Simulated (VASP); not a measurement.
# C: single point with PBE+D3(BJ)

The system is C.

```
C
1.0
     5.91111    0.12838   -0.25962
     0.12838    5.84827   -0.19132
    -0.25962   -0.19132    6.05548
C
22
Direct
  0.83885 0.41440 0.13724
  0.97408 0.72819 0.37634
  0.19949 0.82709 0.88270
  0.50470 0.22584 0.98565
  0.62621 0.08555 0.13344
  0.06113 0.21624 0.05223
  0.21819 0.30241 0.44402
  0.39696 0.70744 0.50425
  0.95045 0.51736 0.29235
  0.12193 0.05706 0.18530
  0.39862 0.41106 0.87498
  0.90769 0.91630 0.74072
  0.79758 0.82091 0.93139
  0.32557 0.45392 0.42530
  0.09763 0.11056 0.46755
  0.77172 0.61579 0.94677
  0.89225 0.14564 0.72794
  0.16974 0.88654 0.34704
  0.46360 0.78717 0.78959
  0.80416 0.86438 0.53258
  0.67212 0.97194 0.32399
  0.33375 0.62193 0.90965
```

- Program: VASP 6.6.1
- Task: single point
- Functional: PBE
- Dispersion: D3(BJ)
- Potentials or basis: VASP PAW PBE potentials, release 64 (C)
- Cutoff: 520 eV
- k mesh: 1 × 1 × 1, shifted
- Occupations: fermi-dirac, width 0.4188 eV
- Spin: no spin polarisation

```
Pressure                   : 0.6 GPa
Largest force              : 18.347 eV/Å
Dispersion energy per atom : -0.155 eV
```

Forces on the atoms (eV/Å):
```
C     0.212  -1.850  -8.209
C    -0.068   2.912   1.865
C     2.700  -1.348  -1.578
C    -0.725   1.764  -0.247
C    -1.091  -0.275   1.824
C    -3.933   2.084  -3.139
C    -6.716 -10.810   3.503
C    -1.046  -1.691  -0.506
C     1.374   3.929   4.170
C     0.320  -2.911   0.439
C     2.258  -8.174   3.820
C    -0.792  -1.207   4.636
C    -0.068   3.886  -3.075
C     9.916  15.420   0.712
C     0.271   0.752   1.084
C     0.742  -8.672   4.200
C     3.372   3.885  -0.721
C    -0.505  -0.402   3.626
C    -4.010  -0.002  -2.996
C    -1.078  -1.858  -9.298
C     0.490   1.067   0.908
C    -1.623   3.502  -1.017
```

Stress tensor (GPa, compression positive):
```
 -2.50  19.25  -3.18
 19.25  14.77  10.88
 -3.18  10.88 -10.42
```

Wall time 23 s on 1 thread of Intel(R) Xeon(R) 6975P-C (Granite Rapids) (shared host), peak memory 0.29 GiB.

Caveat: the atoms stand as in a frame of molecular dynamics.
